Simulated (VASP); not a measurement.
# PbS (Fm-3m) in VASP: notebook

PbS is run at these levels: LDA; tasks: single point, relaxation of cell and atoms.

Program: VASP 6.6.1. These are calculated values, not measurements. Logs are shortened: lines on timing, memory, paths and dates and some standing lists are left out, and cuts for length are marked.

## 1. The cell of the first run

It takes space group Fm-3m (No. 225, cubic). Conventional cell: a = 5.846 Å, b = 5.846 Å, c = 5.846 Å, α = 90.00°, β = 90.00°, γ = 90.00°. Pb (site symmetry m-3m) has 6 S at 2.92 Å within 3.8 Å. Within 3.8 Å of S (site symmetry m-3m) lie 6 Pb at 2.92 Å.

## 2. Single point, LDA

The input, INCAR:

```
PREC = Accurate
ENCUT = 520
EDIFF = 1E-6
ISMEAR = 0
SIGMA = 0.02
LREAL = F
LASPH = T
NELM = 100
ALGO = Normal
ISIF = 2
LWAVE = F
LCHARG = F
GGA = CA
NBANDS = 17
```

The input, KPOINTS:

```
Automatic mesh
0
Gamma
  10 10 10
```

The input, POSCAR:

```
PbS
1.0
    0.0000000000      2.9230604782      2.9230604782
    2.9230604782      0.0000000000      2.9230604782
    2.9230604782      2.9230604782      0.0000000000
Pb S
1 1
Direct
    0.0000000000      0.0000000000      0.0000000000
    0.5000000000      0.5000000000      0.5000000000
```

Potentials or basis: VASP PAW LDA potentials, release 64 (Pb_d, S).

Command:

```
cat potpaw_LDA.64/Pb_d/POTCAR potpaw_LDA.64/S/POTCAR > POTCAR
mpirun -np 1 vasp_std > vasp.out
```

OUTCAR:

```text
PREC = Accurate
   ENCUT = 520
   EDIFF = 1E-6
   ISMEAR = 0
   LREAL = F
   LASPH = T
   NELM = 100
   ISIF = 2
   GGA = CA

 ion  position               nearest neighbor table
   1  0.000  0.000  0.000-   2 2.92   2 2.92   2 2.92   2 2.92   2 2.92   2 2.92
   2  0.500  0.500  0.500-   1 2.92   1 2.92   1 2.92   1 2.92   1 2.92   1 2.92

  LATTYP: Found a face centered cubic cell.
 ALAT       =     5.8461209564

  Lattice vectors:

 A1 = (   0.0000000000,   2.9230604782,   2.9230604782)
 A2 = (   2.9230604782,   0.0000000000,   2.9230604782)
 A3 = (   2.9230604782,   2.9230604782,   0.0000000000)

Analysis of symmetry for initial positions (statically):
=====================================================================
 Subroutine PRICEL returns:
 Original cell was already a primitive cell.

 Routine SETGRP: Setting up the symmetry group for a
 face centered cubic supercell.

 Subroutine GETGRP returns: Found 48 space group operations
 (whereof 48 operations were pure point group operations)
 out of a pool of 48 trial point group operations.

The static configuration has the point symmetry O_h .

Analysis of symmetry for dynamics (positions and initial velocities):
=====================================================================
 Subroutine PRICEL returns:
 Original cell was already a primitive cell.

 Routine SETGRP: Setting up the symmetry group for a
 face centered cubic supercell.

 Subroutine GETGRP returns: Found 48 space group operations
 (whereof 48 operations were pure point group operations)
 out of a pool of 48 trial point group operations.

The dynamic configuration has the point symmetry O_h .

 Subroutine INISYM returns: Found 48 space group operations
 (whereof 48 operations are pure point group operations),
 and found     1 'primitive' translations

----------------------------------------------------------------------------------------

                                     Primitive cell

  volume of cell :      49.9509

  direct lattice vectors                    reciprocal lattice vectors
     0.000000000  2.923060478  2.923060478    -0.171053594  0.171053594  0.171053594
     2.923060478  0.000000000  2.923060478     0.171053594 -0.171053594  0.171053594
     2.923060478  2.923060478  0.000000000     0.171053594  0.171053594 -0.171053594

  length of vectors
     4.133831772  4.133831772  4.133831772     0.296273515  0.296273515  0.296273515

  position of ions in fractional coordinates (direct lattice)
     0.000000000  0.000000000  0.000000000
     0.500000000  0.500000000  0.500000000

  ion indices of the primitive-cell ions
   primitive index   ion index
                 1           1
                 2           2

----------------------------------------------------------------------------------------

 KPOINTS: Automatic mesh

Automatic generation of k-mesh.
 Grid dimensions read from file:
 generate k-points for:   10   10   10

 Generating k-lattice:

  Cartesian coordinates                     Fractional coordinates (reciprocal lattice)
    -0.017105359  0.017105359  0.017105359     0.100000000  0.000000000  0.000000000
     0.017105359 -0.017105359  0.017105359     0.000000000  0.100000000  0.000000000
     0.017105359  0.017105359 -0.017105359     0.000000000  0.000000000  0.100000000

  Length of vectors
     0.029627352  0.029627352  0.029627352

  Shift w.r.t. Gamma in fractional coordinates (k-lattice)
     0.000000000  0.000000000  0.000000000

 Subroutine IBZKPT returns following result:
 ===========================================

 Found     47 irreducible k-points:

 Following reciprocal coordinates:
            Coordinates               Weight
  0.000000  0.000000  0.000000      1.000000
  0.100000  0.000000  0.000000      8.000000
  0.200000  0.000000  0.000000      8.000000
  0.300000  0.000000  0.000000      8.000000
  0.400000  0.000000  0.000000      8.000000
  0.500000  0.000000  0.000000      4.000000
[... 16 lines left out ...]
  0.300000  0.300000  0.000000      6.000000
  0.400000  0.300000  0.000000     24.000000
 [... further k-points ...]
   k-points           NKPTS =     47   k-points in BZ     NKDIM =     47   number of bands    NBANDS=     17
   number of dos      NEDOS =    301   number of ions     NIONS =      2
   total plane-waves  NPLWV =  32768
   dimension x,y,z NGX =    32 NGY =   32 NGZ =   32
   dimension x,y,z NGXF=    64 NGYF=   64 NGZF=   64
   ions per type =               1   1
   NGX,Y,Z   is equivalent  to a cutoff of  12.87, 12.87, 12.87 a.u.
   NGXF,Y,Z  is equivalent  to a cutoff of  25.74, 25.74, 25.74 a.u.
 SYSTEM =  unknown system
   PREC   = accura    normal or accurate (medium, high low for compatibility)
   ISTART =      0    job   : 0-new  1-cont  2-samecut
   ICHARG =      2    charge: 1-file 2-atom 10-const
   ISPIN  =      1    spin polarized calculation?
   LNONCOLLINEAR =      F non collinear calculations
   LSORBIT =      F    spin-orbit coupling
   LASPH  =      T    aspherical Exc in radial PAW
   ENCUT  =  520.0 eV  38.22 Ry    6.18 a.u.   7.69  7.69  7.69*2*pi/ulx,y,z
   NELM   =    100;   NELMIN=  2; NELMDL= -5     # of ELM steps
   EDIFF  = 0.1E-05   stopping-criterion for ELM
   LREAL  =      F    real-space projection
[... 7 lines left out ...]
   TEBEG  =    0.0;   TEEND  =   0.0 temperature during run
   PSTRESS=    0.0 pullay stress
   NELECT =      20.0000    total number of electrons
   NUPDOWN=      -1.0000    fix difference up-down
   EMIN   =  10.00;   EMAX   =-10.00  energy-range for DOS
   EFERMI =   0.00;   METHOD = LEGACY
   ISMEAR =     0;   SIGMA  =   0.02  broadening in eV -4-tet -1-fermi 0-gaus
   EFERMI_NEDOS =   21; number of points for ismear=-14 and -15
   IALGO  =     38    algorithm
   IMIX   =      4    mixing-type and parameters
     AMIX     =   0.40;   BMIX     =  1.00
     AMIX_MAG =   1.60;   BMIX_MAG =  1.00
  volume/ion in A,a.u.               =      24.98       168.54
  Fermi-wavevector in a.u.,A,eV,Ry     =   1.206620  2.280180 19.809141  1.455931
  Thomas-Fermi vector in A             =   2.342281
   LORBIT       =      0    0 simple, 1 ext, 2 COOP (PROOUT), +10 PAW based schemes
   GGA     = CA    functional components
   LHFCALC =     F    Hartree Fock is set to
   AEXX    =    0.0000 exact exchange contribution
   IVDW    =     0    specifies the selected vdW correction
   LEPSILON=     F    determine dielectric tensor
   LRPA    =     F    only Hartree local field effects (RPA)
 non-spin polarized calculation
 Gauss-broadening in eV      SIGMA  =   0.02
  energy-cutoff  :      520.00
  volume of cell :       49.95
 maximum number of plane-waves:      1363
   NGX = 15   NGY = 15   NGZ = 15

 number of electron      19.9999997 magnetization

 Free energy of the ion-electron system (eV)
  ---------------------------------------------------
  ext. energy  EPLUGINS =         0.00000000
  ---------------------------------------------------
  free energy    TOTEN  =        -9.99825381 eV

  energy without entropy =       -9.99821905  energy(sigma->0) =       -9.99823643

 E-fermi :   6.2626     XC(G=0): -10.2288

 val. band max:        6.2430231535   @ k =   0.5000   0.0000   0.0000
 cond. band min:       6.2821009169   @ k =   0.5000   0.0000   0.0000
 fundamental gap:      0.0390777634
 Fermi energy:         6.2625620347

 k-point     1 :       0.0000    0.0000    0.0000
  band No.  band energies     occupation
      1     -10.6716      2.00000
      2     -10.6716      2.00000
      3     -10.6716      2.00000
      4     -10.6639      2.00000
      5     -10.6639      2.00000
      6      -7.7889      2.00000
[... 9 lines left out ...]
     16      12.7215      0.00000
     17      14.4904      0.00000

 k-point     2 :       0.1000    0.0000    0.0000
  band No.  band energies     occupation
      1     -10.6711      2.00000
      2     -10.6705      2.00000
      3     -10.6705      2.00000
      4     -10.6634      2.00000
      5     -10.6634      2.00000
      6      -7.6952      2.00000
[... 9 lines left out ...]
     16      12.9912      0.00000
     17      15.4157      0.00000

 k-point     3 :       0.2000    0.0000    0.0000
  band No.  band energies     occupation
      1     -10.6787      2.00000
      2     -10.6787      2.00000
      3     -10.6702      2.00000
      4     -10.6507      2.00000
      5     -10.6507      2.00000
      6      -7.4246      2.00000
[... 9 lines left out ...]
     16      13.5836      0.00000
     17      17.1267      0.00000

 k-point     4 :       0.3000    0.0000    0.0000
  band No.  band energies     occupation
      1     -10.6902      2.00000
      2     -10.6902      2.00000
      3     -10.6697      2.00000
      4     -10.6337      2.00000
      5     -10.6337      2.00000
      6      -7.0194      2.00000
[... 9 lines left out ...]
     16      14.4509      0.00000
     17      18.6417      0.00000

 k-point     5 :       0.4000    0.0000    0.0000
  band No.  band energies     occupation
      1     -10.6995      2.00000
      2     -10.6995      2.00000
      3     -10.6696      2.00000
      4     -10.6198      2.00000
      5     -10.6198      2.00000
      6      -6.5916      2.00000
[... 9 lines left out ...]
     16      15.5060      0.00000
     17      17.6725      0.00000

 k-point     6 :       0.5000    0.0000    0.0000
  band No.  band energies     occupation
      1     -10.7031      2.00000
      2     -10.7031      2.00000
      3     -10.6696      2.00000
      4     -10.6145      2.00000
      5     -10.6145      2.00000
      6      -6.3851      2.00000
[... 9 lines left out ...]
     16      16.1985      0.00000
     17      16.7195      0.00000

 k-point     7 :       0.1000    0.1000    0.0000
  band No.  band energies     occupation
      1     -10.6746      2.00000
      2     -10.6735      2.00000
      3     -10.6648      2.00000
      4     -10.6648      2.00000
      5     -10.6610      2.00000
      6      -7.6625      2.00000
[... 9 lines left out ...]
     16      13.5865      0.00000
     17      15.3843      0.00000

 k-point     8 :       0.2000    0.1000    0.0000
  band No.  band energies     occupation
      1     -10.6866      2.00000
      2     -10.6752      2.00000
      3     -10.6674      2.00000
      4     -10.6560      2.00000
      5     -10.6487      2.00000
      6      -7.4472      2.00000
[... 9 lines left out ...]
     16      14.2141      0.00000
     17      16.2837      0.00000
[... 203 lines left out ...]
      1     -10.7525      2.00000
      2     -10.6769      2.00000
      3     -10.6671      2.00000
      4     -10.6301      2.00000
      5     -10.6107      2.00000
      6      -6.2274      2.00000
[... 9 lines left out ...]
     16      16.6081      0.00000
     17      17.1982      0.00000

 k-point    20 :      -0.4000    0.2000    0.0000
  band No.  band energies     occupation
      1     -10.7420      2.00000
      2     -10.6842      2.00000
      3     -10.6574      2.00000
      4     -10.6328      2.00000
      5     -10.6168      2.00000
      6      -6.1743      2.00000
[... 9 lines left out ...]
     16      15.4898      0.00000
     17      17.9229      0.00000

 k-point    21 :      -0.3000    0.2000    0.0000
  band No.  band energies     occupation
      1     -10.7221      2.00000
      2     -10.6871      2.00000
      3     -10.6573      2.00000
      4     -10.6329      2.00000
      5     -10.6302      2.00000
      6      -6.4582      2.00000
[... 9 lines left out ...]
     16      16.0812      0.00000
     17      17.2970      0.00000

 k-point    22 :      -0.2000    0.2000    0.0000
  band No.  band energies     occupation
      1     -10.7000      2.00000
      2     -10.6861      2.00000
      3     -10.6643      2.00000
      4     -10.6441      2.00000
      5     -10.6327      2.00000
      6      -6.8682      2.00000
[... 9 lines left out ...]
     16      16.0333      0.00000
     17      16.4384      0.00000

 k-point    23 :       0.3000    0.3000    0.0000
  band No.  band energies     occupation
      1     -10.7719      2.00000
      2     -10.6925      2.00000
      3     -10.6434      2.00000
      4     -10.6238      2.00000
      5     -10.6238      2.00000
      6      -6.7127      2.00000
[... 9 lines left out ...]
     16      16.8666      0.00000
     17      17.0579      0.00000

 k-point    24 :       0.4000    0.3000    0.0000
  band No.  band energies     occupation
      1     -10.7977      2.00000
      2     -10.6927      2.00000
      3     -10.6457      2.00000
      4     -10.6161      2.00000
      5     -10.6114      2.00000
      6      -6.3736      2.00000
[... 9 lines left out ...]
     16      17.2424      0.00000
     17      17.8318      0.00000

 [... further k-points ...]
[... 5 lines left out ...]
  --------------------------------------------------------------------------------------
  -------------------------------------------------------------------------------------
  Total        0.0144774      0.0144774      0.0144774      0.0000000      0.0000000     -0.0000000
  in kB        0.4643641      0.4643641      0.4643641      0.0000000      0.0000000     -0.0000000
  external PRESSURE =       0.4643641 kB  Pullay stress =       0.0000000 kB

 VOLUME and BASIS-vectors are now :
 -----------------------------------------------------------------------------
  energy-cutoff  :      520.00
  volume of cell :       49.95
      direct lattice vectors                 reciprocal lattice vectors
     0.000000000  2.923060478  2.923060478    -0.171053594  0.171053594  0.171053594
     2.923060478  0.000000000  2.923060478     0.171053594 -0.171053594  0.171053594
     2.923060478  2.923060478  0.000000000     0.171053594  0.171053594 -0.171053594

 POSITION                                       TOTAL-FORCE (eV/Angst)
 -----------------------------------------------------------------------------------
      0.00000      0.00000      0.00000         0.000000      0.000000     -0.000000
      2.92306      2.92306      2.92306        -0.000000     -0.000000      0.000000
 -----------------------------------------------------------------------------------
    total drift:                                0.000000     -0.000000     -0.000000

  FREE ENERGIE OF THE ION-ELECTRON SYSTEM (eV)
  ---------------------------------------------------
  free  energy   TOTEN  =        -9.9982538105 eV

  energy  without entropy=       -9.9982190532  energy(sigma->0) =       -9.99823643
```

Run time: 25 s. Hardware: 1 thread of Intel Xeon Platinum 8259CL at 2.50GHz (Skylake/Cascade Lake), shared host; peak memory 0.17 GiB.

Results:

```
Free energy            : -9.9983 eV
Pressure               : 0.0 GPa
Band gap on the k mesh : 0.04 eV, direct
```

Caveat: spin-orbit coupling is left out, which moves the levels of the heavy elements.

## 3. Relaxation of cell and atoms, LDA

This run uses another cell than the first one, of 26.14 Å³/atom, 1.047 times its volume.

The input, INCAR:

```
SYSTEM = PbS
PREC = Accurate ; ENCUT = 600
EDIFF = 1E-7 ; ISMEAR = 0
SIGMA = 0.02 ; LREAL = .False.
LASPH = .True. ; NELM = 60
ALGO = Normal ; ISIF = 3
LWAVE = .False. ; LCHARG = .False.
IBRION = 2 ; NSW = 70
EDIFFG = -0.005
```

The input, KPOINTS:

```
Automatic mesh
0
Gamma
  10 10 10
  0 0 0
```

The input, POSCAR:

```
PbS
1.0
    0.0000000000      2.9679283527      2.9679283527
    2.9679283527      0.0000000000      2.9679283527
    2.9679283527      2.9679283527      0.0000000000
Pb S
1 1
Direct
    0.0000000000      0.0000000000      0.0000000000
    0.5000000000      0.5000000000      0.5000000000
```

Potentials or basis: VASP PAW LDA potentials, release 64 (Pb_d, S).

Command:

```
cat potpaw_LDA.64/Pb_d/POTCAR potpaw_LDA.64/S/POTCAR > POTCAR
mpirun -np 1 vasp_std > vasp.out
```

Wall time 82 s (1 thread of Intel Xeon Platinum 8259CL at 2.50GHz (Skylake/Cascade Lake), shared host); peak memory 0.2 GiB.

It converged, with:

| Item | Value |
| --- | --- |
| Free energy | -9.9987 eV |
| Relaxed volume | 25.02 Å³/atom |
| Relaxed cell | a = 4.136 Å, b = 4.136 Å, c = 4.136 Å, α = 60.00°, β = 60.00°, γ = 60.00° |
| Space group after relaxing (to 0.05 Å) | Fm-3m (No. 225) |
| Energy gained by relaxing | 9.4 meV/atom |
| Ionic steps | 3 |
| Pressure after relaxing | 0.0 GPa |
| Band gap on the k mesh | 0.05 eV, direct |

The path:
| step | energy change (eV) | largest force (eV/Å) | pressure (GPa) | volume (Å³) |
| --- | --- | --- | --- | --- |
| 1 | 0.0000 | 0.0000 | -2.61 | 52.29 |
| 2 | -0.0155 | 0.0000 | 1.16 | 49.14 |
| 3 | -0.0188 | 0.0000 | 0.01 | 50.03 |

Final structure:
```yaml
crystal:
  lattice:
    - [0.00000, 2.92468, 2.92468]
    - [2.92468, 0.00000, 2.92468]
    - [2.92468, 2.92468, 0.00000]
  atoms:
    - { symbol: Pb, position: [0.00000, 0.00000, 0.00000] }
    - { symbol: S, position: [0.50000, 0.50000, 0.50000] }
```

Levels at points of the mesh, in eV from the valence-band top:
| k point | band 8 | band 9 | band 10 | band 11 | band 12 | band 13 |
| --- | --- | --- | --- | --- | --- | --- |
| (0.00, 0.00, 0.00) | -2.43 | -2.43 | -2.43 | 5.14 | 5.14 | 5.14 |
| (0.50, 0.00, 0.00) | -1.99 | -1.99 | 0.00 | 0.05 | 1.68 | 1.68 |
| (0.50, 0.50, 0.00) | -5.68 | -3.80 | -3.80 | 3.49 | 5.55 | 5.67 |

Caveat: spin-orbit coupling is left out, which moves the levels of the heavy elements.
